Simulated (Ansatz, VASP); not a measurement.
Cu in VASP and in Ansatz

```
Cu
1.0
     3.90978    2.25731    1.41053
    -3.90978    2.25731    1.41053
     0.00000   -4.51463    1.41053
Cu
6
Direct
  0.43519 0.25000 0.06479
  0.06479 0.43519 0.25000
  0.25000 0.06479 0.43519
  0.56481 0.75000 0.93521
  0.93521 0.56481 0.75000
  0.75000 0.93521 0.56481
```

Alike in both runs: functional PBE; k mesh 6 × 6 × 6; occupations gaussian, width 0.1 eV; no spin polarisation.

Ansatz relaxed the structure, and its values are those at the end. VASP's run is a single point on that final structure, the one shown.

```csv
,VASP,Ansatz
version,VASP 6.6.1,Ansatz 0.2.0
potentials or method,"VASP PAW PBE potentials, release 64 (Cu), cutoff 520 eV","scalar-relativistic, plane waves, PAW"
valence electrons in the cell,66,114
```

|  | VASP | Ansatz | Ansatz less VASP |
| --- | --- | --- | --- |
| gap on the k mesh at the Fermi level (eV) | none | none | - |
| pressure (GPa) | 0.0 | 0.0 | +0.05 |

A gap of «none» marks a metal or a gap that the smearing closes. With one functional, cell and mesh, what is left measures potentials, basis and numerics. VASP's potentials hold 66 valence electrons a cell and Ansatz's 114, so a difference there can come from the potentials and not from the codes.
